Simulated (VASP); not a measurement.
# KBr (Fm-3m) in VASP: notebook, part 2 of 2

VASP 6.6.1. The steps go on from the part before.

## (4) Single point, r2SCAN

This run uses another cell than the first one, of 36.01 Å³/atom.

The input, POSCAR:

```
KBr
1.0
    0.0000000000      3.3022478147      3.3022478147
    3.3022478147      0.0000000000      3.3022478147
    3.3022478147      3.3022478147      0.0000000000
K Br
1 1
Direct
    0.0000000000      0.0000000000      0.0000000000
    0.5000000000      0.5000000000      0.5000000000
```

The input, INCAR.step1:

```
PREC = Accurate ; ENCUT = 520
ISMEAR = 0 ; SIGMA = 0.01
LREAL = False ; LASPH = True
NELM = 80 ; NBANDS = 15
GGA = PE ; ALGO = Normal
EDIFF = 1E-4 ; LWAVE = True
LCHARG = False
```

The input, INCAR.step2:

```
PREC = Accurate ; ENCUT = 520
EDIFF = 1E-6 ; ISMEAR = 0
SIGMA = 0.01 ; LREAL = False
LASPH = True ; NELM = 80
ALGO = Normal ; ISIF = 2
LWAVE = False ; LCHARG = False
METAGGA = R2SCAN ; LMIXTAU = True
NBANDS = 15 ; ISTART = 1
```

The input, KPOINTS:

```
Automatic mesh
0
Gamma
  6 6 6
```

Command:

```bash
> cat potpaw_PBE.64/K_sv/POTCAR potpaw_PBE.64/Br/POTCAR > POTCAR
> cp INCAR.step1 INCAR
> mpirun -np 1 vasp_std > vasp.out
> cp INCAR.step2 INCAR
> mpirun -np 1 vasp_std > vasp.out
```

Wall time 2.1 min (1 thread of Intel Xeon 8259CL, shared host); peak memory 0.22 GiB.

The run converged. Its results:

- Free energy: -23.2487 eV
- Pressure: 0.0 GPa
- Band gap on the k mesh: 5.07 eV

Levels at points of the mesh, in eV from the valence-band top:
| k point | band 4 | band 5 | band 6 | band 7 | band 8 | band 9 | band 10 | band 11 | band 12 | band 13 |
| --- | --- | --- | --- | --- | --- | --- | --- | --- | --- | --- |
| (0.00, 0.00, 0.00) | -11.59 | -11.59 | 0.00 | 0.00 | 0.00 | 5.07 | 8.24 | 8.24 | 8.24 | 9.22 |
| (0.50, 0.00, 0.00) | -11.60 | -11.35 | -1.16 | -0.33 | -0.33 | 7.13 | 8.86 | 10.53 | 10.53 | 10.81 |
| (0.50, 0.50, 0.00) | -11.63 | -11.63 | -0.82 | -0.29 | -0.29 | 6.36 | 8.02 | 10.12 | 10.21 | 10.56 |

Caveat: the PAW data sets were made with another functional, which shifts forces and pressure a little.

## (5) Single point, r2SCAN (37.09 Å³/atom)

This run uses another cell than the first one, of 37.09 Å³/atom.

The input, POSCAR:

```
KBr
1.0
    0.0000000000      3.3349454641      3.3349454641
    3.3349454641      0.0000000000      3.3349454641
    3.3349454641      3.3349454641      0.0000000000
K Br
1 1
Direct
    0.0000000000      0.0000000000      0.0000000000
    0.5000000000      0.5000000000      0.5000000000
```

The input, INCAR.step1:

```
SYSTEM = KBr
  PREC = Accurate
  ENCUT = 520
  ISMEAR = 0
  SIGMA = 0.01
  LREAL = .False.
  LASPH = .True.
  NELM = 80
  NBANDS = 15
  GGA = PE
  ALGO = Normal
  EDIFF = 1E-4
  LWAVE = .True.
  LCHARG = .False.
```

The input, INCAR.step2:

```
SYSTEM = KBr
  PREC = Accurate
  ENCUT = 520
  EDIFF = 1E-6
  ISMEAR = 0
  SIGMA = 0.01
  LREAL = .False.
  LASPH = .True.
  NELM = 80
  ALGO = Normal
  ISIF = 2
  LWAVE = .False.
  LCHARG = .False.
  METAGGA = R2SCAN
  LMIXTAU = .True.
  NBANDS = 15
  ISTART = 1
```

The input, KPOINTS:

```
regular mesh
0
Gamma
  6 6 6
  0 0 0
```

Command:

```bash
> cat potpaw_PBE.64/K_sv/POTCAR potpaw_PBE.64/Br/POTCAR > POTCAR
> cp INCAR.step1 INCAR
> mpirun -np 1 vasp_std > vasp.out
> cp INCAR.step2 INCAR
> mpirun -np 1 vasp_std > vasp.out
```

Run time: 1.9 min. Hardware: 1 thread of Intel Xeon 8259CL, shared host; peak memory 0.22 GiB.

It converged, with:

```
Free energy            : -23.2463 eV
Pressure               : -0.4 GPa
Band gap on the k mesh : 4.99 eV
```

Levels at points of the mesh, in eV from the valence-band top:
```csv
k point,band 5,band 6,band 7,band 8,band 9,band 10,band 11,band 12
"(0.00, 0.00, 0.00)",-11.66,0.00,0.00,0.00,4.99,8.23,8.23,8.23
"(0.50, 0.00, 0.00)",-11.42,-1.10,-0.30,-0.30,7.06,8.75,10.45,10.45
"(0.50, 0.50, 0.00)",-11.69,-0.79,-0.28,-0.28,6.39,7.91,9.95,10.16
```

Caveat: the PAW data sets were made with another functional, which shifts forces and pressure a little.

## (6) Single point, r2SCAN (38.17 Å³/atom)

This run uses another cell than the first one, of 38.17 Å³/atom.

The input, POSCAR:

```
KBr
1.0
    0.0000000000      3.3670142147      3.3670142147
    3.3670142147      0.0000000000      3.3670142147
    3.3670142147      3.3670142147      0.0000000000
K Br
1 1
Direct
    0.0000000000      0.0000000000      0.0000000000
    0.5000000000      0.5000000000      0.5000000000
```

The input, INCAR.step1:

```
  PREC = Accurate
  ENCUT = 520
  ISMEAR = 0
  SIGMA = 0.01
  LREAL = False
  LASPH = True
  NELM = 100
  NBANDS = 15
  GGA = PE
  ALGO = Normal
  EDIFF = 1E-4
  LWAVE = True
  LCHARG = False
```

The input, INCAR.step2:

```
  PREC = Accurate
  ENCUT = 520
  EDIFF = 1E-6
  ISMEAR = 0
  SIGMA = 0.01
  LREAL = False
  LASPH = True
  NELM = 100
  ALGO = Normal
  ISIF = 2
  LWAVE = False
  LCHARG = True
  METAGGA = R2SCAN
  LMIXTAU = True
  LELF = True
  LVHAR = True
  NBANDS = 15
  ISTART = 1
```

The input, KPOINTS:

```
Automatic mesh
0
Gamma
  6 6 6
```

Potentials or basis: VASP PAW PBE potentials, release 64 (K_sv, Br).

Command:

```bash
> cat potpaw_PBE.64/K_sv/POTCAR potpaw_PBE.64/Br/POTCAR > POTCAR
> cp INCAR.step1 INCAR
> mpirun -np 1 vasp_std > vasp.out
> cp INCAR.step2 INCAR
> mpirun -np 1 vasp_std > vasp.out
```

OUTCAR:

```text
PREC = Accurate
   ENCUT = 520
   EDIFF = 1E-6
   ISMEAR = 0
   LREAL = False
   LASPH = True
   NELM = 100
   ISIF = 2
   METAGGA = R2SCAN
   ISTART = 1

 ion  position               nearest neighbor table
   1  0.000  0.000  0.000-
   2  0.500  0.500  0.500-

  LATTYP: Found a face centered cubic cell.
 ALAT       =     6.7340284294

  Lattice vectors:

 A1 = (   0.0000000000,   3.3670142147,   3.3670142147)
 A2 = (   3.3670142147,   0.0000000000,   3.3670142147)
 A3 = (   3.3670142147,   3.3670142147,   0.0000000000)

Analysis of symmetry for initial positions (statically):
=====================================================================
 Subroutine PRICEL returns:
 Original cell was already a primitive cell.

 Routine SETGRP: Setting up the symmetry group for a
 face centered cubic supercell.

 Subroutine GETGRP returns: Found 48 space group operations
 (whereof 48 operations were pure point group operations)
 out of a pool of 48 trial point group operations.

The static configuration has the point symmetry O_h .

[... 161 lines left out ...]
      2     -15.0317      2.00000
      3     -14.0928      2.00000
      4     -14.0928      2.00000
      5     -14.0928      2.00000
      6      -2.3744      2.00000
      7      -2.3743      2.00000
      8      -2.3743      2.00000
      9       2.5397      0.00000
     10       5.8489      0.00000
     11       5.8489      0.00000
     12       5.8489      0.00000
     13       6.7917      0.00000
     14       6.7917      0.00000
[... 257 lines left out ...]
      2     -15.0103      2.00000
      3     -14.1505      2.00000
      4     -14.1301      2.00000
      5     -14.0343      2.00000
      6      -3.0320      2.00000
      7      -2.7939      2.00000
      8      -2.7889      2.00000
      9       4.7374      0.00000
     10       6.1490      0.00000
     11       6.3401      0.00000
     12       7.4916      0.00000
     13       8.3153      0.00000
     14       9.0149      0.00000
     15       9.4448      0.00000

------------------------ aborting loop because EDIFF is reached ----------------------------------------

  FORCE on cell =-STRESS in cart. coord.  units (eV):
  Direction    XX          YY          ZZ          XY          YZ          ZX
  --------------------------------------------------------------------------------------
  -------------------------------------------------------------------------------------
  Total       -0.3746600     -0.3746600     -0.3746600     -0.0000000     -0.0000000      0.0000000
  in kB       -7.8629055     -7.8629055     -7.8629055     -0.0000000     -0.0000000      0.0000000
  external PRESSURE =      -7.8629055 kB  Pullay stress =       0.0000000 kB

 VOLUME and BASIS-vectors are now :
 -----------------------------------------------------------------------------
  energy-cutoff  :      520.00
  volume of cell :       76.34
      direct lattice vectors                 reciprocal lattice vectors
     0.000000000  3.367014215  3.367014215    -0.148499522  0.148499522  0.148499522
     3.367014215  0.000000000  3.367014215     0.148499522 -0.148499522  0.148499522
     3.367014215  3.367014215  0.000000000     0.148499522  0.148499522 -0.148499522

 POSITION                                       TOTAL-FORCE (eV/Angst)
 -----------------------------------------------------------------------------------
      0.00000      0.00000      0.00000         0.000000      0.000000      0.000000
      3.36701      3.36701      3.36701        -0.000000     -0.000000     -0.000000
 -----------------------------------------------------------------------------------
    total drift:                                0.000000      0.000000      0.000000

  FREE ENERGIE OF THE ION-ELECTRON SYSTEM (eV)
  ---------------------------------------------------
  free  energy   TOTEN  =       -23.2384599452 eV

  energy  without entropy=      -23.2384599452  energy(sigma->0) =      -23.23845995
```

OSZICAR.step1:

```text
N       E                     dE             d eps       ncg     rms          rms(c)
DAV:   1     0.985522366746E+02    0.98552E+02   -0.68161E+03   480   0.926E+02
DAV:   2    -0.215067192580E-01   -0.98574E+02   -0.91026E+02   613   0.228E+02
DAV:   3    -0.618147565635E+01   -0.61600E+01   -0.61303E+01   669   0.503E+01
DAV:   4    -0.640897345811E+01   -0.22750E+00   -0.22747E+00   708   0.844E+00
DAV:   5    -0.641110951214E+01   -0.21361E-02   -0.21360E-02   676   0.891E-01    0.283E+00
DAV:   6    -0.622553826643E+01    0.18557E+00   -0.23482E-01   592   0.225E+00    0.205E+00
DAV:   7    -0.621227105535E+01    0.13267E-01   -0.11217E-01   655   0.175E+00    0.965E-01
DAV:   8    -0.622215905781E+01   -0.98880E-02   -0.13494E-02   540   0.807E-01    0.112E-01
DAV:   9    -0.622302993004E+01   -0.87087E-03   -0.99503E-04   648   0.191E-01    0.829E-02
DAV:  10    -0.622333289133E+01   -0.30296E-03   -0.32296E-04   493   0.103E-01    0.147E-02
DAV:  11    -0.622334712095E+01   -0.14230E-04   -0.22890E-05   485   0.287E-02
   1 F= -.62233471E+01 E0= -.62233471E+01  d E =-.120855E-21
```

It took 1.7 min on 1 thread of Intel Xeon 8259CL, shared host; peak memory 0.22 GiB.

Results:

| Quantity | Value |
| --- | --- |
| Free energy | -23.2385 eV |
| Pressure | -0.8 GPa |
| Band gap on the k mesh | 4.91 eV |

Levels at points of the mesh, in eV from the valence-band top:
```
           k point  band 5  band 6  band 7  band 8  band 9  band 10  band 11  band 12
(0.00, 0.00, 0.00)  -11.72    0.00    0.00    0.00    4.91     8.22     8.22     8.22
(0.50, 0.00, 0.00)  -11.50   -1.05   -0.28   -0.28    7.00     8.64    10.37    10.37
(0.50, 0.50, 0.00)  -11.75   -0.76   -0.27   -0.27    6.42     7.81     9.79    10.11
```

Caveat: the PAW data sets were made with another functional, which shifts forces and pressure a little.

## (7) Overview

```csv
cell,gap on the mesh (eV),pressure (GPa)
"a = 4.575 Å, angles 60.0°, 2 atoms",5.26,1.2
"a = 4.623 Å, angles 60.0°, 2 atoms",5.16,0.6
"a = 4.670 Å, angles 60.0°, 2 atoms",5.07,0.0
"a = 4.716 Å, angles 60.0°, 2 atoms",4.99,-0.4
"a = 4.762 Å, angles 60.0°, 2 atoms",4.91,-0.8
```

Alike in all rows: task single point; level r2SCAN; potentials or basis VASP PAW PBE potentials, release 64 (K_sv, Br); no spin polarisation; k mesh 6 × 6 × 6; cutoff (eV) 520; smearing gaussian 0.01 eV.

Caveats: the PAW data sets were made with another functional, which shifts forces and pressure a little.

Absolute energies hang on the potentials; compare differences alone.
